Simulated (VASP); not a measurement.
# Al (Pnnm) in VASP: notebook, part 2 of 2

VASP 6.6.1. The steps go on from the part before.

## Step 3: Relaxation of cell and atoms, PBE

INCAR reads:

```
SYSTEM = Al
  PREC = Accurate
  ENCUT = 600
  EDIFF = 1E-7
  ISMEAR = 0
  SIGMA = 0.1
  LREAL = .False.
  LASPH = .True.
  NELM = 100
  ALGO = Fast
  ISIF = 3
  LWAVE = .False.
  LCHARG = .False.
  GGA = PE
  IBRION = 2
  NSW = 90
  EDIFFG = -0.04
```

KPOINTS reads:

```
Automatic mesh
0
Gamma
  4 4 4
  0 0 0
```

POSCAR reads:

```
Al
1.0
    4.3742892600      0.0000000000      0.0000000000
    0.0000000000      6.0640297900      0.0000000000
    0.0000000000      0.0000000000      6.0189748300
Al
8
Direct
    0.0000000000      0.0000000000      0.7069650600
    0.5000000000      0.5000000000      0.7930349400
    0.0000000000      0.0000000000      0.2930349400
    0.5000000000      0.5000000000      0.2069650600
    0.6685199300      0.8344007600      0.0000000000
    0.3314800700      0.1655992400      0.0000000000
    0.1685199300      0.6655992400      0.5000000000
    0.8314800700      0.3344007600      0.5000000000
```

Potentials or basis: VASP PAW PBE potentials, release 64 (Al).

Started as:

```
$ cat potpaw_PBE.64/Al/POTCAR > POTCAR
$ mpirun -np 1 vasp_std > vasp.out
```

OUTCAR:

```text
SYSTEM = Al
   PREC = Accurate
   ENCUT = 600
   EDIFF = 1E-7
   ISMEAR = 0
   LREAL = .False.
   LASPH = .True.
   NELM = 100
   ISIF = 3
   GGA = PE
   IBRION = 2
   NSW = 90
   EDIFFG = -0.04

 ion  position               nearest neighbor table
   1  0.000  0.000  0.707-   7 2.49   8 2.49   3 2.49   5 2.49   6 2.49
   2  0.500  0.500  0.793-   5 2.49   6 2.49   4 2.49   7 2.49   8 2.49
   3  0.000  0.000  0.293-   7 2.49   8 2.49   1 2.49   5 2.49   6 2.49
   4  0.500  0.500  0.207-   5 2.49   6 2.49   2 2.49   7 2.49   8 2.49
   5  0.669  0.834  0.000-   2 2.49   4 2.49   6 2.49   1 2.49   3 2.49
   6  0.331  0.166  0.000-   2 2.49   4 2.49   5 2.49   1 2.49   3 2.49
   7  0.169  0.666  0.500-   1 2.49   3 2.49   8 2.49   4 2.49   2 2.49
   8  0.831  0.334  0.500-   1 2.49   3 2.49   7 2.49   4 2.49   2 2.49

  LATTYP: Found a simple orthorhombic cell.
 ALAT       =     4.3742892600
 B/A-ratio  =     1.3759892116
 C/A-ratio  =     1.3862891614

  Lattice vectors:

 A1 = (  -4.3742892600,   0.0000000000,   0.0000000000)
 A2 = (   0.0000000000,   0.0000000000,   6.0189748300)
 A3 = (   0.0000000000,   6.0640297900,   0.0000000000)

Analysis of symmetry for initial positions (statically):
=====================================================================
 Subroutine PRICEL returns:
 Original cell was already a primitive cell.

 Routine SETGRP: Setting up the symmetry group for a
 simple orthorhombic supercell.

 Subroutine GETGRP returns: Found  8 space group operations
 (whereof  4 operations were pure point group operations)
 out of a pool of  8 trial point group operations.

The static configuration has the point symmetry C_2h.
 The point group associated with its full space group is D_2h.

Analysis of symmetry for dynamics (positions and initial velocities):
=====================================================================
 Subroutine PRICEL returns:
 Original cell was already a primitive cell.

 Routine SETGRP: Setting up the symmetry group for a
 simple orthorhombic supercell.

 Subroutine GETGRP returns: Found  8 space group operations
 (whereof  4 operations were pure point group operations)
 out of a pool of  8 trial point group operations.

The dynamic configuration has the point symmetry C_2h.
 The point group associated with its full space group is D_2h.

 Subroutine INISYM returns: Found  8 space group operations
 (whereof  4 operations are pure point group operations),
 and found     1 'primitive' translations

----------------------------------------------------------------------------------------

                                     Primitive cell

  volume of cell :     159.6582

  direct lattice vectors                    reciprocal lattice vectors
     4.374289260  0.000000000  0.000000000     0.228608567  0.000000000  0.000000000
     0.000000000  6.064029790  0.000000000     0.000000000  0.164906842  0.000000000
     0.000000000  0.000000000  6.018974830     0.000000000  0.000000000  0.166141250

  length of vectors
     4.374289260  6.064029790  6.018974830     0.228608567  0.164906842  0.166141250

  position of ions in fractional coordinates (direct lattice)
     0.000000000  0.000000000  0.706965060
     0.500000000  0.500000000  0.793034940
     0.000000000  0.000000000  0.293034940
     0.500000000  0.500000000  0.206965060
     0.668519930  0.834400760  0.000000000
     0.331480070  0.165599240  0.000000000
     0.168519930  0.665599240  0.500000000
     0.831480070  0.334400760  0.500000000

  ion indices of the primitive-cell ions
   primitive index   ion index
                 1           1
[... 33 lines left out ...]

 Following reciprocal coordinates:
            Coordinates               Weight
  0.000000  0.000000  0.000000      1.000000
  0.250000  0.000000  0.000000      2.000000
  0.500000  0.000000  0.000000      1.000000
  0.000000  0.250000  0.000000      2.000000
  0.250000  0.250000  0.000000      4.000000
  0.500000  0.250000  0.000000      2.000000
[... 16 lines left out ...]
  0.250000  0.250000  0.500000      4.000000
  0.500000  0.250000  0.500000      2.000000
 [... further k-points ...]
   k-points           NKPTS =     27   k-points in BZ     NKDIM =     27   number of bands    NBANDS=     17
   number of dos      NEDOS =    301   number of ions     NIONS =      8
   total plane-waves  NPLWV =  82944
   dimension x,y,z NGX =    36 NGY =   48 NGZ =   48
   dimension x,y,z NGXF=    72 NGYF=   96 NGZF=   96
   ions per type =               8
   NGX,Y,Z   is equivalent  to a cutoff of  13.68, 13.16, 13.26 a.u.
   NGXF,Y,Z  is equivalent  to a cutoff of  27.36, 26.32, 26.52 a.u.
 SYSTEM =  Al
   PREC   = accura    normal or accurate (medium, high low for compatibility)
   ISTART =      0    job   : 0-new  1-cont  2-samecut
   ICHARG =      2    charge: 1-file 2-atom 10-const
   ISPIN  =      1    spin polarized calculation?
   LNONCOLLINEAR =      F non collinear calculations
   LSORBIT =      F    spin-orbit coupling
   LASPH  =      T    aspherical Exc in radial PAW
   ENCUT  =  600.0 eV  44.10 Ry    6.64 a.u.   8.74 12.11 12.02*2*pi/ulx,y,z
   NELM   =    100;   NELMIN=  2; NELMDL= -5     # of ELM steps
   EDIFF  = 0.1E-06   stopping-criterion for ELM
   LREAL  =      F    real-space projection
   EDIFFG = -.4E-01   stopping-criterion for IOM
   NSW    =     90    number of steps for IOM
   IBRION =      2    ionic relax: 0-MD 1-quasi-New 2-CG
   NFREE  =      1    steps in history (QN), initial steepest desc. (CG)
   ISIF   =      3    stress and relaxation
   ISYM   =      2    0-nonsym 1-usesym 2-fastsym
   POTIM  = 0.5000    time-step for ionic-motion
   TEBEG  =    0.0;   TEEND  =   0.0 temperature during run
   PSTRESS=    0.0 pullay stress
   NELECT =      24.0000    total number of electrons
   NUPDOWN=      -1.0000    fix difference up-down
   EMIN   =  10.00;   EMAX   =-10.00  energy-range for DOS
   EFERMI =   0.00;   METHOD = LEGACY
   ISMEAR =     0;   SIGMA  =   0.10  broadening in eV -4-tet -1-fermi 0-gaus
   EFERMI_NEDOS =   21; number of points for ismear=-14 and -15
   IALGO  =     68    algorithm
   IMIX   =      4    mixing-type and parameters
     AMIX     =   0.40;   BMIX     =  1.00
     AMIX_MAG =   1.60;   BMIX_MAG =  1.00
  volume/ion in A,a.u.               =      19.96       134.68
  Fermi-wavevector in a.u.,A,eV,Ry     =   0.870459  1.644928 10.309110  0.757698
  Thomas-Fermi vector in A             =   1.989427
   LORBIT       =      0    0 simple, 1 ext, 2 COOP (PROOUT), +10 PAW based schemes
   GGA     = PE    functional components
   LHFCALC =     F    Hartree Fock is set to
   AEXX    =    0.0000 exact exchange contribution
   IVDW    =     0    specifies the selected vdW correction
   LEPSILON=     F    determine dielectric tensor
   LRPA    =     F    only Hartree local field effects (RPA)
 conjugate gradient relaxation of ions
 non-spin polarized calculation
 RMM-DIIS sequential band-by-band and
 Gauss-broadening in eV      SIGMA  =   0.10
  energy-cutoff  :      600.00
  volume of cell :      159.66
 maximum number of plane-waves:      5360
 NGX is ok and might be reduce to    36
   NGX = 17   NGY = 25   NGZ = 25

--------------------------------------- Ionic step        1  -------------------------------------------

 number of electron      24.0000000 magnetization

 Free energy of the ion-electron system (eV)
  ---------------------------------------------------
  ext. energy  EPLUGINS =         0.00000000
  ---------------------------------------------------
  free energy    TOTEN  =       -25.02818818 eV

  energy without entropy =      -25.00753408  energy(sigma->0) =      -25.01786113

------------------------ aborting loop because EDIFF is reached ----------------------------------------

  FORCE on cell =-STRESS in cart. coord.  units (eV):
  Direction    XX          YY          ZZ          XY          YZ          ZX
  --------------------------------------------------------------------------------------
  -------------------------------------------------------------------------------------
  Total        6.4713004     17.1045583     15.4110517      0.0000000      0.0000000      0.0000000
  in kB       64.9397771    171.6449753    154.6505641      0.0000000      0.0000000      0.0000000
  external PRESSURE =     130.4117721 kB  Pullay stress =       0.0000000 kB
[... 1076 lines left out ...]
      6       7.1731      2.00000
[... 9 lines left out ...]
     16      12.3192      0.00000
     17      13.2648      0.00000

 [... further k-points ...]

[... ionic steps 4 to 46 ...]

--------------------------------------- Ionic step       47  -------------------------------------------

 number of electron      24.0000000 magnetization

------------------------ aborting loop because EDIFF is reached ----------------------------------------
[... 79 lines left out ...]
--------------------------------------- Ionic step       49  -------------------------------------------

 number of electron      23.9999999 magnetization

 Free energy of the ion-electron system (eV)
  ---------------------------------------------------
  ext. energy  EPLUGINS =         0.00000000
  ---------------------------------------------------
  free energy    TOTEN  =       -29.17313066 eV

  energy without entropy =      -29.15428170  energy(sigma->0) =      -29.16370618

 E-fermi :   7.1370     XC(G=0):  -9.8758

 val. band max:        7.1259608673   @ k =   0.0000   0.0000   0.5000
 cond. band min:       7.1423814972   @ k =   0.5000   0.0000   0.0000
 fundamental gap:      0.0164206299
 Fermi energy:         7.1369568821
[... 515 lines left out ...]
  FREE ENERGIE OF THE ION-ELECTRON SYSTEM (eV)
  ---------------------------------------------------
  free  energy   TOTEN  =       -29.1731306607 eV

  energy  without entropy=      -29.1542817017  energy(sigma->0) =      -29.16370618

 reached required accuracy - stopping structural energy minimisation
```

It took 37 min on 1 thread of Intel Xeon Platinum 8488C (Sapphire Rapids), shared host; peak memory 0.34 GiB.

What came out:

```
Free energy                           : -29.1731 eV
Relaxed volume                        : 17.91 Å³/atom
Relaxed cell                          : a = 2.650 Å, b = 8.974 Å, c = 6.026 Å, α = 90.00°, β = 90.00°, γ = 90.00°
Space group after relaxing (to 0.1 Å) : Immm (No. 71)
Pressure after relaxing               : 0.1 GPa
Largest force after relaxing          : 0.027 eV/Å
Band gap on the k mesh                : zero (bands 12 and 13 overlap by 1.76 eV)
```

Forces on the atoms (eV/Å):
```
Al   0.000  0.000  0.001
Al   0.000  0.000 -0.001
Al   0.000  0.000 -0.001
Al   0.000  0.000  0.001
Al  -0.021  0.017  0.000
Al   0.021 -0.017  0.000
Al  -0.021 -0.017  0.000
Al   0.021  0.017  0.000
```

Final structure:
```
Al
1.0
     2.64953    0.00000    0.00000
     0.00000    8.97365    0.00000
     0.00000    0.00000    6.02566
Al
8
Direct
  0.00000 0.00000 0.73019
  0.50000 0.50000 0.76981
  0.00000 0.00000 0.26981
  0.50000 0.50000 0.23019
  0.51149 0.77862 0.00000
  0.48851 0.22138 0.00000
  0.01149 0.72138 0.50000
  0.98851 0.27862 0.50000
```

Caveat: a cell axis changed by over 15 % at a fixed basis, so the end point is rough.

The gap in the log of VASP goes by the Fermi energy; the results here count the filled bands.